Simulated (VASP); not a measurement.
# CoO (I4/mmm) in VASP: a series of runs

CoO is run at these levels: PBE; tasks: single point.

All numbers are computed with VASP 6.6.1; they aren't measurements. Logs are shortened: lines on timing, memory, paths and dates and some standing lists are left out, and cuts for length are marked.

## Step 1: The cell of the first run

It takes space group I4/mmm (No. 139, tetragonal). The conventional cell has a = 2.975 Å, b = 2.975 Å, c = 4.158 Å, α = 90.00°, β = 90.00°, γ = 90.00°. Within 2.8 Å of Co (site symmetry 4/mmm) lie 6 O at 2.08 to 2.10 Å. Within 2.8 Å of O (site symmetry 4/mmm) lie 6 Co at 2.08 to 2.10 Å.

## Step 2: Single point, PBE, collinear spin, ferromagnetic start

File INCAR:

```
SYSTEM = CoO
  ALGO = Normal
  EDIFF = 1E-6
  ENCUT = 520
  GGA = PE
  ISIF = 2
  ISMEAR = -1
  ISPIN = 2
  LASPH = .True.
  LCHARG = .False.
  LMAXMIX = 4
  LORBIT = 11
  LREAL = .False.
  LWAVE = .False.
  MAGMOM = 2 0
  NBANDS = 18
  NELM = 150
  PREC = Accurate
  SIGMA = 0.05
```

File KPOINTS:

```
k-points
0
Gamma
  12 12 12
  0 0 0
```

File POSCAR:

```
CoO
1.0
   -1.4876195573      1.4876195573      2.0787705126
    1.4876195573     -1.4876195573      2.0787705126
    1.4876195573      1.4876195573     -2.0787705126
Co O
1 1
Direct
    0.0000000000      0.0000000000      0.0000000000
    0.5000000000      0.5000000000      0.0000000000
```

Potentials or basis: VASP PAW PBE potentials, release 64 (Co, O).

The run is started by

```sh
$ cat potpaw_PBE.64/Co/POTCAR potpaw_PBE.64/O/POTCAR > POTCAR
$ mpirun -np 1 vasp_std > vasp.out
```

OUTCAR:

```text
SYSTEM = CoO
   EDIFF = 1E-6
   ENCUT = 520
   GGA = PE
   ISIF = 2
   ISMEAR = -1
   ISPIN = 2
   LASPH = .True.
   LORBIT = 11
   LREAL = .False.
   NELM = 150
   PREC = Accurate

 ion  position               nearest neighbor table
   1  0.000  0.000  0.000-   2 2.08   2 2.08   2 2.10   2 2.10   2 2.10   2 2.10
   2  0.500  0.500  0.000-   1 2.08   1 2.08   1 2.10   1 2.10   1 2.10   1 2.10

  LATTYP: Found a body centered tetragonal cell.
 ALAT       =     2.9752391146
 C/A-ratio  =     1.3973804676

  Lattice vectors:

 A1 = (  -1.4876195573,   1.4876195573,   2.0787705126)
 A2 = (   1.4876195573,  -1.4876195573,   2.0787705126)
 A3 = (   1.4876195573,   1.4876195573,  -2.0787705126)

Analysis of symmetry for initial positions (statically):
=====================================================================
 Subroutine PRICEL returns:
 Original cell was already a primitive cell.

 Routine SETGRP: Setting up the symmetry group for a
 body centered tetragonal supercell.

 Subroutine GETGRP returns: Found 16 space group operations
 (whereof 16 operations were pure point group operations)
 out of a pool of 16 trial point group operations.

The static configuration has the point symmetry D_4h.

Analysis of symmetry for dynamics (positions and initial velocities):
=====================================================================
 Subroutine PRICEL returns:
 Original cell was already a primitive cell.

 Routine SETGRP: Setting up the symmetry group for a
 body centered tetragonal supercell.

 Subroutine GETGRP returns: Found 16 space group operations
 (whereof 16 operations were pure point group operations)
 out of a pool of 16 trial point group operations.

The dynamic configuration has the point symmetry D_4h.

Analysis of structural, dynamic, and magnetic symmetry:
=====================================================================
 Subroutine PRICEL returns:
 Original cell was already a primitive cell.

 Routine SETGRP: Setting up the symmetry group for a
 body centered tetragonal supercell.

 Subroutine GETGRP returns: Found 16 space group operations
 (whereof 16 operations were pure point group operations)
 out of a pool of 16 trial point group operations.

The overall configuration has the point symmetry D_4h.

 Subroutine INISYM returns: Found 16 space group operations
 (whereof 16 operations are pure point group operations),
 and found     1 'primitive' translations

----------------------------------------------------------------------------------------

                                     Primitive cell

  volume of cell :      18.4014
[... 112 lines left out ...]
  Thomas-Fermi vector in A             =   2.636927
   LORBIT       =     11    0 simple, 1 ext, 2 COOP (PROOUT), +10 PAW based schemes
   GGA     = PE    functional components
   LHFCALC =     F    Hartree Fock is set to
   AEXX    =    0.0000 exact exchange contribution
   IVDW    =     0    specifies the selected vdW correction
   LEPSILON=     F    determine dielectric tensor
   LRPA    =     F    only Hartree local field effects (RPA)
 spin polarized calculation
  energy-cutoff  :      520.00
  volume of cell :       18.40
 maximum number of plane-waves:       531
 NGX is ok and might be reduce to    24
   NGX = 11   NGY = 11   NGZ = 11

 number of electron      14.9999997 magnetization       2.7178645

 Free energy of the ion-electron system (eV)
  ---------------------------------------------------
  ext. energy  EPLUGINS =         0.00000000
  ---------------------------------------------------
  free energy    TOTEN  =       -13.04917442 eV

  energy without entropy =      -13.01289692  energy(sigma->0) =      -13.03103567

 E-fermi :   8.6141     XC(G=0): -12.6919

 val. band max:        8.6113122474   @ k =  -0.2500   0.5000   0.2500
 cond. band min:       8.6147076710   @ k =  -0.3333  -0.3333   0.1667
 fundamental gap:      0.0033954235
 Fermi energy:         8.6141229031

 spin component 1

 k-point     1 :       0.0000    0.0000    0.0000
  band No.  band energies     occupation
      1     -12.0513      1.00000
      2       5.2416      1.00000
      3       5.2777      1.00000
      4       5.2777      1.00000
      5       5.4056      1.00000
      6       5.4068      1.00000
[... 493 lines left out ...]
     17      36.5974      0.00000
     18      38.1045      0.00000

 [... further k-points ...]

 spin component 2

 k-point     1 :       0.0000    0.0000    0.0000
  band No.  band energies     occupation
      1     -11.6190      1.00000
      2       5.7096      1.00000
      3       5.7689      1.00000
      4       5.7689      1.00000
      5       7.3839      1.00000
      6       7.3840      1.00000
[... 493 lines left out ...]
     17      37.0197      0.00000
     18      38.5636      0.00000

 [... further k-points ...]

------------------------ aborting loop because EDIFF is reached ----------------------------------------

  FORCE on cell =-STRESS in cart. coord.  units (eV):
  Direction    XX          YY          ZZ          XY          YZ          ZX
  --------------------------------------------------------------------------------------
  -------------------------------------------------------------------------------------
  Total        0.6921504      0.6921504      0.7503230      0.0000000      0.0000000      0.0000000
  in kB       60.2643861     60.2643861     65.3293812      0.0000000      0.0000000      0.0000000
  external PRESSURE =      61.9527178 kB  Pullay stress =       0.0000000 kB

 VOLUME and BASIS-vectors are now :
 -----------------------------------------------------------------------------
  energy-cutoff  :      520.00
  volume of cell :       18.40
      direct lattice vectors                 reciprocal lattice vectors
    -1.487619557  1.487619557  2.078770513     0.000000000  0.336107439  0.240526791
     1.487619557 -1.487619557  2.078770513     0.336107439  0.000000000  0.240526791
     1.487619557  1.487619557 -2.078770513     0.336107439  0.336107439  0.000000000

 POSITION                                       TOTAL-FORCE (eV/Angst)
 -----------------------------------------------------------------------------------
      0.00000      0.00000      0.00000        -0.000000      0.000000      0.000000
      0.00000      0.00000      2.07877         0.000000     -0.000000     -0.000000
 -----------------------------------------------------------------------------------
    total drift:                               -0.000000      0.000000     -0.000000

  FREE ENERGIE OF THE ION-ELECTRON SYSTEM (eV)
  ---------------------------------------------------
  free  energy   TOTEN  =       -13.0491744217 eV

  energy  without entropy=      -13.0128969169  energy(sigma->0) =      -13.03103567

 total charge

# of ion       s       p       d       tot
------------------------------------------
    1        0.307   0.388   7.193   7.889
    2        1.557   3.441   0.000   4.999
--------------------------------------------------
tot          1.864   3.830   7.193  12.887

 magnetization (x)

# of ion       s       p       d       tot
------------------------------------------
    1        0.021   0.019   2.380   2.420
    2        0.029   0.223   0.000   0.252
--------------------------------------------------
tot          0.051   0.241   2.380   2.672
```

It took 96 s on 1 thread of AMD EPYC 9R45 (Zen 5), shared host; peak memory 0.18 GiB.

Results:

| Quantity | Value |
| --- | --- |
| Free energy | -13.0492 eV |
| Pressure | 6.2 GPa |
| Net moment | 2.72 μB per cell |
| Site moments | Co +2.42; O +0.25 μB |
| Valence electrons inside the program's atomic spheres | Co 7.89; O 5.00 |

Levels at points of the mesh, in eV from the Fermi level:
Spin up:
| k point | band 7 | band 8 | band 9 | band 10 | band 11 | band 12 |
| --- | --- | --- | --- | --- | --- | --- |
| (0.00, 0.00, 0.00) | -3.08 | -3.08 | -2.96 | 1.27 | 17.01 | 18.53 |
| (0.50, 0.00, 0.00) | -1.67 | 0.24 | 0.32 | 5.18 | 9.81 | 13.64 |
| (0.50, 0.50, 0.00) | -2.23 | -1.94 | -1.89 | 6.23 | 10.08 | 11.99 |
| (0.50, 0.50, 0.50) | -2.23 | -1.95 | -1.95 | 6.23 | 10.23 | 11.85 |
Spin down:
```tsv
k point	band 4	band 5	band 6	band 7	band 8	band 9
(0.00, 0.00, 0.00)	-2.85	-1.23	-1.23	-1.18	-0.04	0.00
(0.50, 0.00, 0.00)	-5.01	-0.18	-0.14	0.16	2.76	2.81
(0.50, 0.50, 0.00)	-4.10	-2.44	0.10	0.14	0.47	1.05
(0.50, 0.50, 0.50)	-4.19	-2.44	0.13	0.13	0.54	1.02
```

Caveat: the cell stands under pressure; a cell with one magnetic atom can't hold antiferromagnetic order, which such compounds often take; semilocal functionals often make such compounds metallic where correlation or magnetic order opens a gap, which also shifts bond lengths.

## Step 3: Single point, PBE, collinear spin, ferromagnetic start

This run uses another cell than the first one, of 9.39 Å³/atom.

File INCAR:

```
PREC     = Accurate       # precision mode
ENCUT    = 520            # plane-wave cutoff, eV
EDIFF    = 1E-6           # SCF threshold, eV
ISMEAR   = -1             # smearing method
SIGMA    = 0.05           # smearing width, eV
LREAL    = F              # projectors in reciprocal space
LASPH    = T              # aspherical terms in the spheres
NELM     = 150            # most SCF steps
ALGO     = Normal         # electronic algorithm
ISIF     = 2              # what is computed and relaxed
LWAVE    = F              # write WAVECAR
LCHARG   = T              # write CHGCAR
ISPIN    = 2              # spin polarisation
MAGMOM   = 2 0            # initial moments
LORBIT   = 11             # projections on sites
LMAXMIX  = 4              # l up to which the mixer works
GGA      = PE             # functional
LELF     = T              # ELF
LVHAR    = T            
NBANDS   = 18             # bands
```

File KPOINTS:

```
Automatic mesh
0
Gamma
  12 12 12
```

File POSCAR:

```
CoO
1.0
   -1.4978793267      1.4978793267      2.0931073140
    1.4978793267     -1.4978793267      2.0931073140
    1.4978793267      1.4978793267     -2.0931073140
Co O
1 1
Direct
    0.0000000000      0.0000000000      0.0000000000
    0.5000000000      0.5000000000      0.0000000000
```

Potentials or basis: VASP PAW PBE potentials, release 64 (Co, O).

The run is started by

```sh
$ cat potpaw_PBE.64/Co/POTCAR potpaw_PBE.64/O/POTCAR > POTCAR
$ mpirun -np 1 vasp_std > vasp.out
```

It took 1.7 min on 1 thread of AMD EPYC 9R45 (Zen 5), shared host; peak memory 0.18 GiB.

The run converged. Its results:

```yaml
Free_energy: -13.0604 eV
Pressure: 2.6 GPa
Net_moment: 2.82 μB per cell
Site_moments: Co +2.50; O +0.28 μB
Valence_electrons_inside_the_program's_atomic_spheres: Co 7.85; O 4.99
```

Stress tensor (GPa, compression positive):
```
2.53 0.00 0.00
0.00 2.53 0.00
0.00 0.00 2.84
```

Levels at points of the mesh, in eV from the Fermi level:
Spin up:
```
           k point  band 7  band 8  band 9  band 10  band 11  band 12
(0.00, 0.00, 0.00)   -3.10   -3.10   -2.98     1.16    16.95    18.36
(0.50, 0.00, 0.00)   -1.73    0.16    0.24     5.14     9.61    13.50
(0.50, 0.50, 0.00)   -2.32   -2.01   -1.95     6.07     9.95    11.87
(0.50, 0.50, 0.50)   -2.32   -2.02   -2.02     6.08    10.11    11.74
```
Spin down:
```
           k point  band 3  band 4  band 5  band 6  band 7  band 8  band 9  band 10
(0.00, 0.00, 0.00)   -2.70   -2.70   -1.17   -1.17   -1.13    0.00    0.04     1.68
(0.50, 0.00, 0.00)   -4.86   -4.82   -0.16   -0.12    0.17    2.74    2.78     5.41
(0.50, 0.50, 0.00)   -4.04   -3.94   -2.34    0.10    0.14    0.50    1.04     6.91
(0.50, 0.50, 0.50)   -4.02   -4.02   -2.34    0.13    0.13    0.56    1.00     6.91
```

Caveat: a cell with one magnetic atom can't hold antiferromagnetic order, which such compounds often take; semilocal functionals often make such compounds metallic where correlation or magnetic order opens a gap, which also shifts bond lengths. With open d or f shells a metallic result of PBE can be an artefact of self-interaction; +U or a hybrid may open a gap.

## Step 4: Single point, PBE, collinear spin, ferromagnetic start

This run uses another cell than the first one, of 9.58 Å³/atom.

File INCAR:

```
SYSTEM = CoO
ALGO = Normal
EDIFF = 1E-7
ENCUT = 520
GGA = PE
ISIF = 2
ISMEAR = -1
ISPIN = 2
LASPH = .True.
LCHARG = .False.
LMAXMIX = 4
LORBIT = 11
LREAL = .False.
LWAVE = .False.
MAGMOM = 2 0
NBANDS = 18
NELM = 150
PREC = Accurate
SIGMA = 0.05
```

File KPOINTS:

```
k-points
0
Gamma
  12 12 12
  0 0 0
```

File POSCAR:

```
CoO
1.0
   -1.5080004400      1.5080004400      2.1072503600
    1.5080004400     -1.5080004400      2.1072503600
    1.5080004400      1.5080004400     -2.1072503600
Co O
1 1
Direct
    0.0000000000      0.0000000000      0.0000000000
    0.5000000000      0.5000000000      0.0000000000
```

Potentials or basis: VASP PAW PBE potentials, release 64 (Co, O).

The run is started by

```sh
$ cat potpaw_PBE.64/Co/POTCAR potpaw_PBE.64/O/POTCAR > POTCAR
$ mpirun -np 1 vasp_std > vasp.out
```

OUTCAR:

```text
SYSTEM = CoO
   EDIFF = 1E-7
   ENCUT = 520
   GGA = PE
   ISIF = 2
   ISMEAR = -1
   ISPIN = 2
   LASPH = .True.
   LORBIT = 11
   LREAL = .False.
   NELM = 150
   PREC = Accurate

 ion  position               nearest neighbor table
   1  0.000  0.000  0.000-   2 2.11   2 2.11   2 2.13   2 2.13   2 2.13   2 2.13
   2  0.500  0.500  0.000-   1 2.11   1 2.11   1 2.13   1 2.13   1 2.13   1 2.13

  LATTYP: Found a body centered tetragonal cell.
 ALAT       =     3.0160008800
 C/A-ratio  =     1.3973804676

  Lattice vectors:

 A1 = (  -1.5080004400,   1.5080004400,   2.1072503600)
 A2 = (   1.5080004400,  -1.5080004400,   2.1072503600)
 A3 = (   1.5080004400,   1.5080004400,  -2.1072503600)

Analysis of symmetry for initial positions (statically):
=====================================================================
 Subroutine PRICEL returns:
 Original cell was already a primitive cell.

 Routine SETGRP: Setting up the symmetry group for a
 body centered tetragonal supercell.

 Subroutine GETGRP returns: Found 16 space group operations
 (whereof 16 operations were pure point group operations)
 out of a pool of 16 trial point group operations.

The static configuration has the point symmetry D_4h.

Analysis of symmetry for dynamics (positions and initial velocities):
=====================================================================
 Subroutine PRICEL returns:
 Original cell was already a primitive cell.

 Routine SETGRP: Setting up the symmetry group for a
 body centered tetragonal supercell.

 Subroutine GETGRP returns: Found 16 space group operations
 (whereof 16 operations were pure point group operations)
 out of a pool of 16 trial point group operations.

The dynamic configuration has the point symmetry D_4h.

Analysis of structural, dynamic, and magnetic symmetry:
=====================================================================
 Subroutine PRICEL returns:
 Original cell was already a primitive cell.

 Routine SETGRP: Setting up the symmetry group for a
 body centered tetragonal supercell.

 Subroutine GETGRP returns: Found 16 space group operations
[... 147 lines left out ...]
  free energy    TOTEN  =       -13.06346501 eV

  energy without entropy =      -13.02842666  energy(sigma->0) =      -13.04594584

 E-fermi :   8.0173     XC(G=0): -12.4546

 val. band max:        8.0157283678   @ k =   0.3333   0.3333   0.1667
 cond. band min:       8.0186261011   @ k =   0.2500   0.0833   0.0833
 fundamental gap:      0.0028977332
 Fermi energy:         8.0173285830

 spin component 1

 k-point     1 :       0.0000    0.0000    0.0000
  band No.  band energies     occupation
      1     -12.2430      1.00000
      2       4.7570      1.00000
      3       4.7660      1.00000
      4       4.8458      1.00000
      5       4.8844      1.00000
      6       4.8844      1.00000
[... 493 lines left out ...]
     17      35.3775      0.00000
     18      36.9513      0.00000

 [... further k-points ...]

 spin component 2

 k-point     1 :       0.0000    0.0000    0.0000
  band No.  band energies     occupation
      1     -11.7499      1.00000
      2       5.3828      1.00000
      3       5.4415      1.00000
      4       5.4415      1.00000
      5       6.8923      1.00000
      6       6.8924      1.00000
[... 493 lines left out ...]
     17      35.8052      0.00000
     18      37.4165      0.00000

 [... further k-points ...]

------------------------ aborting loop because EDIFF is reached ----------------------------------------

  FORCE on cell =-STRESS in cart. coord.  units (eV):
  Direction    XX          YY          ZZ          XY          YZ          ZX
  --------------------------------------------------------------------------------------
  -------------------------------------------------------------------------------------
  Total       -0.0712363     -0.0712363     -0.0542514      0.0000000      0.0000000      0.0000000
  in kB       -5.9543328     -5.9543328     -4.5346354      0.0000000      0.0000000      0.0000000
  external PRESSURE =      -5.4811003 kB  Pullay stress =       0.0000000 kB

 VOLUME and BASIS-vectors are now :
 -----------------------------------------------------------------------------
  energy-cutoff  :      520.00
  volume of cell :       19.17
      direct lattice vectors                 reciprocal lattice vectors
    -1.508000440  1.508000440  2.107250360     0.000000000  0.331564890  0.237276030
     1.508000440 -1.508000440  2.107250360     0.331564890  0.000000000  0.237276030
     1.508000440  1.508000440 -2.107250360     0.331564890  0.331564890  0.000000000

 POSITION                                       TOTAL-FORCE (eV/Angst)
 -----------------------------------------------------------------------------------
      0.00000      0.00000      0.00000         0.000000      0.000000      0.000000
      0.00000      0.00000      2.10725         0.000000     -0.000000     -0.000000
 -----------------------------------------------------------------------------------
    total drift:                               -0.000000      0.000000     -0.000000

  FREE ENERGIE OF THE ION-ELECTRON SYSTEM (eV)
  ---------------------------------------------------
  free  energy   TOTEN  =       -13.0634650099 eV

  energy  without entropy=      -13.0284266611  energy(sigma->0) =      -13.04594584

 total charge

# of ion       s       p       d       tot
------------------------------------------
    1        0.296   0.361   7.150   7.808
    2        1.556   3.427   0.000   4.983
--------------------------------------------------
tot          1.852   3.788   7.150  12.791

 magnetization (x)

# of ion       s       p       d       tot
------------------------------------------
    1        0.021   0.018   2.503   2.542
    2        0.029   0.264   0.000   0.292
--------------------------------------------------
tot          0.049   0.282   2.503   2.834
```

stdout:

```text
POSCAR found type information on POSCAR CoO
 POSCAR found :  2 types and       2 ions
 scaLAPACK will be used
 LDA part: xc-table for (Slater+PW92), standard interpolation
 POSCAR, INCAR and KPOINTS ok, starting setup
 FFT: planning ... GRIDC
 FFT: planning ... GRID_SOFT
 FFT: planning ... GRID
 WAVECAR not read
 entering main loop
```

Wall time 1.8 min (1 thread of AMD EPYC 9R45 (Zen 5), shared host); peak memory 0.18 GiB.

Results:

```
Free energy                                           : -13.0635 eV
Pressure                                              : -0.5 GPa
Net moment                                            : 2.88 μB per cell
Site moments                                          : Co +2.54; O +0.29 μB
Valence electrons inside the program's atomic spheres : Co 7.81; O 4.98
```

Caveat: a cell with one magnetic atom can't hold antiferromagnetic order, which such compounds often take; semilocal functionals often make such compounds metallic where correlation or magnetic order opens a gap, which also shifts bond lengths. With open d or f shells a metallic result of PBE can be an artefact of self-interaction; +U or a hybrid may open a gap.

(Part 1 of 2 ends here.)
